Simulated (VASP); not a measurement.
**PrAl3Mo2: single point with PBE**

PrAl3Mo2:

```
CELL_PARAMETERS angstrom
0.00000 0.00000 -4.33908
2.76682 -4.79228 0.00000
-8.30047 -4.79228 0.00000
ATOMIC_POSITIONS crystal
Pr 0.00000 0.00000 0.00000
Pr 0.00000 0.50000 0.50000
Al 0.50000 0.75000 0.75000
Al 0.50000 0.25000 0.25000
Al 0.50000 0.25000 0.75000
Al 0.50000 0.75000 0.25000
Al 0.50000 0.50000 0.00000
Al 0.50000 0.00000 0.50000
Mo 0.00000 0.00000 0.66667
Mo 0.00000 0.50000 0.16667
Mo 0.00000 0.50000 0.83333
Mo 0.00000 0.00000 0.33333
```

| Property | Result |
| --- | --- |
| Program | VASP 6.6.1 |
| Task | single point |
| Functional | PBE |
| Potentials or basis | VASP PAW PBE potentials, release 64 (Pr, Al, Mo_sv) |
| Cutoff | 600 eV |
| k mesh | 6 × 4 × 2 |
| Occupations | gaussian, width 0.2 eV |
| Spin | no spin polarisation |
| Dipole correction | no |
| Further INCAR settings | ALGO = Normal; EDIFF = 1e-06; NBANDS = 62 |

| Item | Value |
| --- | --- |
| Pressure | -3.0 GPa |
| Largest force | 0.015 eV/Å |
| Band gap on the k mesh | zero (bands 50 and 51 overlap by 0.12 eV) |

Forces in eV/Å, atoms in the order of the input:
```
Pr   0.000  0.000  0.000
Pr   0.000  0.000  0.000
Al   0.000  0.000  0.000
Al   0.000  0.000  0.000
Al   0.000  0.000  0.000
Al   0.000  0.000  0.000
Al   0.000  0.000  0.000
Al   0.000  0.000  0.000
Mo  -0.013 -0.007  0.000
Mo  -0.013 -0.007  0.000
Mo   0.013  0.007  0.000
Mo   0.013  0.007  0.000
```

Stress tensor (GPa, compression positive):
```
-4.41 -0.07  0.00
-0.07 -4.32  0.00
 0.00  0.00 -0.12
```

Levels at points of the mesh, in eV from the Fermi level:
```
           k point  band 46  band 47  band 48  band 49  band 50  band 51  band 52  band 53  band 54  band 55
(0.00, 0.00, 0.00)    -0.61    -0.47    -0.21    -0.10    -0.10    -0.01    -0.01     0.06     0.10     0.10
(0.50, 0.00, 0.00)    -0.47    -0.40    -0.38    -0.38    -0.38     0.10     0.13     0.15     0.15     0.22
(0.00, 0.50, 0.00)    -0.81     0.00     0.00     0.06     0.06     0.10     0.10     0.13     0.13     0.18
(0.50, 0.50, 0.00)    -0.70    -0.51    -0.51     0.01     0.01     0.10     0.10     0.16     0.16     0.16
(0.00, 0.00, 0.50)    -0.43    -0.30    -0.30    -0.11    -0.11     0.00     0.00     0.09     0.09     0.10
(0.50, 0.00, 0.50)    -0.79    -0.34    -0.34    -0.26    -0.26     0.13     0.13     0.22     0.22     0.25
(0.00, 0.50, 0.50)    -0.97    -0.10    -0.10    -0.10    -0.10     0.06     0.06     0.16     0.16     0.17
(0.50, 0.50, 0.50)    -0.65    -0.47    -0.47    -0.40    -0.40     0.10     0.10     0.13     0.13     0.22
```

Run time: 31 min on 1 thread of Intel(R) Xeon(R) Platinum 8488C (Sapphire Rapids), with other jobs on the host, peak memory 0.61 GiB.

Caveat: spin-orbit coupling is left out, which moves the levels of the heavy elements; semilocal functionals describe open f shells poorly, which spoils levels, moments and volumes. Spin polarisation is off, so any magnetic state and its effect on volume and gap are missing.
